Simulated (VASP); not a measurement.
# Rh (P6_3/mmc) in VASP: a series of runs

Rh is run at these levels: r2SCAN; tasks: single point.

Everything below comes from runs of VASP 6.6.1. Logs are shortened: lines on timing, memory, paths and dates and some standing lists are left out, and cuts for length are marked.

## 1. The cell of the first run

The structure is hexagonal, space group P6_3/mmc (No. 194). The conventional cell has a = 2.755 Å, b = 2.755 Å, c = 4.468 Å, α = 90.00°, β = 90.00°, γ = 120.00°. Rh (site symmetry -6m2) has 12 Rh at 2.74 to 2.76 Å within 3.6 Å.

## 2. Single point, r2SCAN

POSCAR

```
Rh
1.0
    2.7550427377      0.0000000000      0.0000000000
   -1.3775213688      2.3859389592      0.0000000000
    0.0000000000      0.0000000000      4.4675095436
Rh
2
Direct
    0.6666666667      0.3333333333      0.7500000000
    0.3333333333      0.6666666667      0.2500000000
```

INCAR.step1

```
PREC = Accurate
ENCUT = 520
ISMEAR = -1
SIGMA = 0.2
LREAL = False
LASPH = True
NELM = 80
NBANDS = 22
GGA = PE
ALGO = Normal
EDIFF = 1E-4
LWAVE = True
LCHARG = False
```

INCAR.step2

```
PREC = Accurate
ENCUT = 520
EDIFF = 1E-7
ISMEAR = -1
SIGMA = 0.2
LREAL = False
LASPH = True
NELM = 80
ALGO = Normal
ISIF = 2
LWAVE = False
LCHARG = True
METAGGA = R2SCAN
LMIXTAU = True
LELF = True
LVHAR = True
NBANDS = 22
ISTART = 1
```

KPOINTS

```
regular mesh
0
Gamma
  10 10 5
```

Potentials or basis: VASP PAW PBE potentials, release 64 (Rh_pv).

Command:

```
$ cat potpaw_PBE.64/Rh_pv/POTCAR > POTCAR
$ cp INCAR.step1 INCAR
$ mpirun -np 1 vasp_std > vasp.out
$ cp INCAR.step2 INCAR
$ mpirun -np 1 vasp_std > vasp.out
```

OUTCAR:

```text
PREC = Accurate
   ENCUT = 520
   EDIFF = 1E-7
   ISMEAR = -1
   LREAL = False
   LASPH = True
   NELM = 80
   ISIF = 2
   METAGGA = R2SCAN
   ISTART = 1

 ion  position               nearest neighbor table
   1  0.667  0.333  0.750-   2 2.74   2 2.74   2 2.74   2 2.74   2 2.74   2 2.74
   2  0.333  0.667  0.250-   1 2.74   1 2.74   1 2.74   1 2.74   1 2.74   1 2.74

  LATTYP: Found a hexagonal cell.
 ALAT       =     2.7550427377
 C/A-ratio  =     1.6215754052

  Lattice vectors:

 A1 = (   2.7550427377,   0.0000000000,   0.0000000000)
 A2 = (  -1.3775213688,   2.3859389592,   0.0000000000)
 A3 = (   0.0000000000,   0.0000000000,   4.4675095436)

Analysis of symmetry for initial positions (statically):
=====================================================================
 Subroutine PRICEL returns:
 Original cell was already a primitive cell.

 Routine SETGRP: Setting up the symmetry group for a
 hexagonal supercell.

 Subroutine GETGRP returns: Found 24 space group operations
 (whereof 12 operations were pure point group operations)
 out of a pool of 24 trial point group operations.

The static configuration has the point symmetry D_3d.
 The point group associated with its full space group is D_6h.

Analysis of symmetry for dynamics (positions and initial velocities):
=====================================================================
 Subroutine PRICEL returns:
 Original cell was already a primitive cell.

 Routine SETGRP: Setting up the symmetry group for a
 hexagonal supercell.

 Subroutine GETGRP returns: Found 24 space group operations
 (whereof 12 operations were pure point group operations)
 out of a pool of 24 trial point group operations.

The dynamic configuration has the point symmetry D_3d.
 The point group associated with its full space group is D_6h.

 Subroutine INISYM returns: Found 24 space group operations
 (whereof 12 operations are pure point group operations),
 and found     1 'primitive' translations

----------------------------------------------------------------------------------------

                                     Primitive cell

[... 74 lines left out ...]
   total plane-waves  NPLWV =  14400
   dimension x,y,z NGX =    20 NGY =   20 NGZ =   36
   dimension x,y,z NGXF=    40 NGYF=   40 NGZF=   72
   ions per type =               2
   NGX,Y,Z   is equivalent  to a cutoff of  12.07, 12.07, 13.40 a.u.
   NGXF,Y,Z  is equivalent  to a cutoff of  24.14, 24.14, 26.79 a.u.
 SYSTEM =  unknown system
   PREC   = accura    normal or accurate (medium, high low for compatibility)
   ISTART =      1    job   : 0-new  1-cont  2-samecut
   ICHARG =      0    charge: 1-file 2-atom 10-const
   ISPIN  =      1    spin polarized calculation?
   LNONCOLLINEAR =      F non collinear calculations
   LSORBIT =      F    spin-orbit coupling
   LASPH  =      T    aspherical Exc in radial PAW
   ENCUT  =  520.0 eV  38.22 Ry    6.18 a.u.   5.12  5.12  8.31*2*pi/ulx,y,z
   NELM   =     80;   NELMIN=  2; NELMDL=  0     # of ELM steps
   EDIFF  = 0.1E-06   stopping-criterion for ELM
   LREAL  =      F    real-space projection
   EDIFFG = 0.1E-05   stopping-criterion for IOM
   NSW    =      0    number of steps for IOM
   IBRION =     -1    ionic relax: 0-MD 1-quasi-New 2-CG
   NFREE  =      0    steps in history (QN), initial steepest desc. (CG)
   ISIF   =      2    stress and relaxation
   ISYM   =      2    0-nonsym 1-usesym 2-fastsym
   POTIM  = 0.5000    time-step for ionic-motion
   TEBEG  =    0.0;   TEEND  =   0.0 temperature during run
   PSTRESS=    0.0 pullay stress
   NELECT =      30.0000    total number of electrons
   NUPDOWN=      -1.0000    fix difference up-down
   EMIN   =  10.00;   EMAX   =-10.00  energy-range for DOS
   EFERMI =   0.00;   METHOD = LEGACY
   ISMEAR =    -1;   SIGMA  =   0.20  broadening in eV -4-tet -1-fermi 0-gaus
   EFERMI_NEDOS =   21; number of points for ismear=-14 and -15
   IALGO  =     38    algorithm
   IMIX   =      4    mixing-type and parameters
     AMIX     =   0.40;   BMIX     =  1.00
     AMIX_MAG =   1.60;   BMIX_MAG =  1.00
  volume/ion in A,a.u.               =      14.68        99.09
  Fermi-wavevector in a.u.,A,eV,Ry     =   1.648786  3.115753 36.987358  2.718494
  Thomas-Fermi vector in A             =   2.738016
   LORBIT       =      0    0 simple, 1 ext, 2 COOP (PROOUT), +10 PAW based schemes
   METAGGA = R2SCAN    functional components
   LHFCALC =     F    Hartree Fock is set to
   AEXX    =    0.0000 exact exchange contribution
   IVDW    =     0    specifies the selected vdW correction
   LEPSILON=     F    determine dielectric tensor
   LRPA    =     F    only Hartree local field effects (RPA)
 non-spin polarized calculation
  energy-cutoff  :      520.00
  volume of cell :       29.37
 maximum number of plane-waves:       805
   NGX = 11   NGY = 11   NGZ = 17

 number of electron      30.0000002 magnetization

 Free energy of the ion-electron system (eV)
  ---------------------------------------------------
  ext. energy  EPLUGINS =         0.00000000
  ---------------------------------------------------
  free energy    TOTEN  =       -48.33016427 eV

  energy without entropy =      -47.88912864  energy(sigma->0) =      -48.10964646

 E-fermi :  10.6307     XC(G=0): -14.7139

 val. band max:       10.6199359841   @ k =   0.3000   0.0000   0.4000
 cond. band min:      10.6356579293   @ k =   0.4000   0.2000   0.2000
 fundamental gap:      0.0157219452
 Fermi energy:        10.6306546313

 k-point     1 :       0.0000    0.0000    0.0000
  band No.  band energies     occupation
      1     -37.7036      2.00000
      2     -37.1537      2.00000
      3     -37.1537      2.00000
      4     -37.0657      2.00000
      5     -37.0622      2.00000
      6     -37.0622      2.00000
[... 589 lines left out ...]
     21      23.7394      0.00000
     22      25.6378      0.00000

 [... further k-points ...]
[... 5 lines left out ...]
  --------------------------------------------------------------------------------------
  -------------------------------------------------------------------------------------
  Total       -2.2191302     -2.2191339     -2.4352901     -0.0000000     -0.0000000     -0.0000000
  in kB     -121.0710237   -121.0712226   -132.8642439     -0.0000000     -0.0000000     -0.0000000
  external PRESSURE =    -125.0021634 kB  Pullay stress =       0.0000000 kB

 VOLUME and BASIS-vectors are now :
 -----------------------------------------------------------------------------
  energy-cutoff  :      520.00
  volume of cell :       29.37
      direct lattice vectors                 reciprocal lattice vectors
     2.755042738  0.000000000  0.000000000     0.362970776  0.209561103  0.000000000
    -1.377521369  2.385938959  0.000000000     0.000000000  0.419122206  0.000000000
     0.000000000  0.000000000  4.467509544     0.000000000  0.000000000  0.223838358

 POSITION                                       TOTAL-FORCE (eV/Angst)
 -----------------------------------------------------------------------------------
      1.37752      0.79531      3.35063        -0.000000      0.000000      0.000000
     -0.00000      1.59063      1.11688         0.000000      0.000000      0.000000
 -----------------------------------------------------------------------------------
    total drift:                                0.000000     -0.000000      0.000000

  FREE ENERGIE OF THE ION-ELECTRON SYSTEM (eV)
  ---------------------------------------------------
  free  energy   TOTEN  =       -48.3301642716 eV

  energy  without entropy=      -47.8891286387  energy(sigma->0) =      -48.10964646
```

OUTCAR.step1:

```text
PREC = Accurate
   ENCUT = 520
   ISMEAR = -1
   LREAL = False
   LASPH = True
[... 823 lines left out ...]
      1.37752      0.79531      3.35063         0.000000      0.000000      0.000000
     -0.00000      1.59063      1.11688         0.000000      0.000000      0.000000
 -----------------------------------------------------------------------------------
    total drift:                                0.000000     -0.000000      0.000000

  FREE ENERGIE OF THE ION-ELECTRON SYSTEM (eV)
  ---------------------------------------------------
  free  energy   TOTEN  =       -14.6424115331 eV

  energy  without entropy=      -14.1900458145  energy(sigma->0) =      -14.41622867
```

It used 140 s of CPU time on 1 thread of AMD EPYC 7R13 Processor (Zen 3), on a shared host.

What came out:

| Item | Value |
| --- | --- |
| Free energy | -48.3302 eV |
| Pressure | -12.5 GPa |
| Band gap on the k mesh | zero (band 15 reaches 11.23 eV, above the bottom of band 16 at 9.11 eV) |

Caveat: the PAW data sets were made with another functional, which shifts forces and pressure a little.

## 3. Single point, r2SCAN

This run uses another cell than the first one, of 15.06 Å³/atom, 1.026 times its volume.

POSCAR

```
Rh
1.0
    2.7786923299      0.0000000000      0.0000000000
   -1.3893461650      2.4064201237      0.0000000000
    0.0000000000      0.0000000000      4.5058591407
Rh
2
Direct
    0.6666666667      0.3333333333      0.7500000000
    0.3333333333      0.6666666667      0.2500000000
```

INCAR.step1

```
ALGO = Normal
EDIFF = 1E-4
ENCUT = 520
GGA = PE
ISMEAR = -1
LASPH = T
LCHARG = F
LREAL = F
LWAVE = T
NBANDS = 22
NELM = 100
PREC = Accurate
SIGMA = 0.2
```

INCAR.step2

```
ALGO = Normal
EDIFF = 1E-7
ENCUT = 520
ISIF = 2
ISMEAR = -1
ISTART = 1
LASPH = T
LCHARG = T
LELF = T
LMIXTAU = T
LREAL = F
LVHAR = T
LWAVE = F
METAGGA = R2SCAN
NBANDS = 22
NELM = 100
PREC = Accurate
SIGMA = 0.2
```

KPOINTS

```
k-points
0
Gamma
  10 10 5
```

Potentials or basis: VASP PAW PBE potentials, release 64 (Rh_pv).

Command:

```
$ cat potpaw_PBE.64/Rh_pv/POTCAR > POTCAR
$ cp INCAR.step1 INCAR
$ mpirun -np 1 vasp_std > vasp.out
$ cp INCAR.step2 INCAR
$ mpirun -np 1 vasp_std > vasp.out
```

It used 190 s of CPU time on 1 thread of AMD EPYC 7R13 Processor (Zen 3) (shared host).

It converged, with:

```yaml
Free_energy: -48.2593 eV
Pressure: -17.3 GPa
Band_gap_on_the_k_mesh: zero (band 15 reaches 10.77 eV, above the bottom of band 16 at 8.73 eV)
```

Stress tensor (GPa, compression positive):
```
-16.86   0.00   0.00
  0.00 -16.86   0.00
  0.00   0.00 -18.12
```

Levels at points of the mesh, in eV from the Fermi level:
| k point | band 11 | band 12 | band 13 | band 14 | band 15 | band 16 | band 17 | band 18 | band 19 | band 20 |
| --- | --- | --- | --- | --- | --- | --- | --- | --- | --- | --- |
| (0.00, 0.00, 0.00) | -2.68 | -2.23 | -2.23 | -1.67 | -1.67 | 0.16 | 0.16 | 1.01 | 8.18 | 16.66 |
| (0.50, 0.00, 0.00) | -2.41 | -1.98 | -1.83 | 0.42 | 0.57 | 0.68 | 2.97 | 4.99 | 10.24 | 10.64 |

Caveat: the PAW data sets were made with another functional, which shifts forces and pressure a little.

## 4. Single point, r2SCAN

This run uses another cell than the first one, of 15.45 Å³/atom, 1.052 times its volume.

POSCAR

```
Rh
1.0
    2.8019460665      0.0000000000      0.0000000000
   -1.4009730333      2.4265584669      0.0000000000
    0.0000000000      0.0000000000      4.5435668281
Rh
2
Direct
    0.6666666667      0.3333333333      0.7500000000
    0.3333333333      0.6666666667      0.2500000000
```

INCAR.step1

```
PREC = Accurate
ENCUT = 520
ISMEAR = -1
SIGMA = 0.2
LREAL = F
LASPH = T
NELM = 100
NBANDS = 22
GGA = PE
ALGO = Normal
EDIFF = 1E-4
LWAVE = T
LCHARG = F
```

INCAR.step2

```
PREC = Accurate
ENCUT = 520
EDIFF = 1E-6
ISMEAR = -1
SIGMA = 0.2
LREAL = F
LASPH = T
NELM = 100
ALGO = Normal
ISIF = 2
LWAVE = F
LCHARG = T
METAGGA = R2SCAN
LMIXTAU = T
LELF = T
LVHAR = T
NBANDS = 22
ISTART = 1
```

KPOINTS

```
regular mesh
0
Gamma
  10 10 5
```

Command:

```
$ cat potpaw_PBE.64/Rh_pv/POTCAR > POTCAR
$ cp INCAR.step1 INCAR
$ mpirun -np 1 vasp_std > vasp.out
$ cp INCAR.step2 INCAR
$ mpirun -np 1 vasp_std > vasp.out
```

It used 130 s of CPU time on 1 thread of AMD EPYC 7R13 Processor (Zen 3), with other jobs on the host.

Results (log left out):

| Quantity | Value |
| --- | --- |
| Free energy | -48.1676 eV |
| Pressure | -21.3 GPa |
| Band gap on the k mesh | zero (band 15 reaches 10.33 eV, above the bottom of band 16 at 8.38 eV) |

Stress tensor (GPa, compression positive):
```
-20.85   0.00   0.00
  0.00 -20.85   0.00
  0.00   0.00 -22.18
```

Levels at points of the mesh, in eV from the Fermi level:
```tsv
k point	band 11	band 12	band 13	band 14	band 15	band 16	band 17	band 18	band 19	band 20
(0.00, 0.00, 0.00)	-2.58	-2.14	-2.14	-1.61	-1.61	0.16	0.16	1.05	7.95	16.64
(0.50, 0.00, 0.00)	-2.32	-1.90	-1.75	0.40	0.55	0.65	2.91	4.87	10.06	10.45
```

Caveat: the PAW data sets were made with another functional, which shifts forces and pressure a little.

## 5. Overview

```csv
cell,gap on the mesh (eV),pressure (GPa)
"a = 2.755, b = 2.755, c = 4.468 Å, angles 90.0, 90.0, 120.0°, 2 atoms",none,-12.5
"a = 2.779, b = 2.779, c = 4.506 Å, angles 90.0, 90.0, 120.0°, 2 atoms",none,-17.3
"a = 2.802, b = 2.802, c = 4.544 Å, angles 90.0, 90.0, 120.0°, 2 atoms",none,-21.3
```

Alike in all rows: task single point; level r2SCAN; potentials or basis VASP PAW PBE potentials, release 64 (Rh_pv); no spin polarisation; k mesh 10 × 10 × 5; cutoff (eV) 520; smearing fermi-dirac 0.2 eV.

Caveats: the PAW data sets were made with another functional, which shifts forces and pressure a little.

Absolute energies hang on the potentials; compare differences alone.
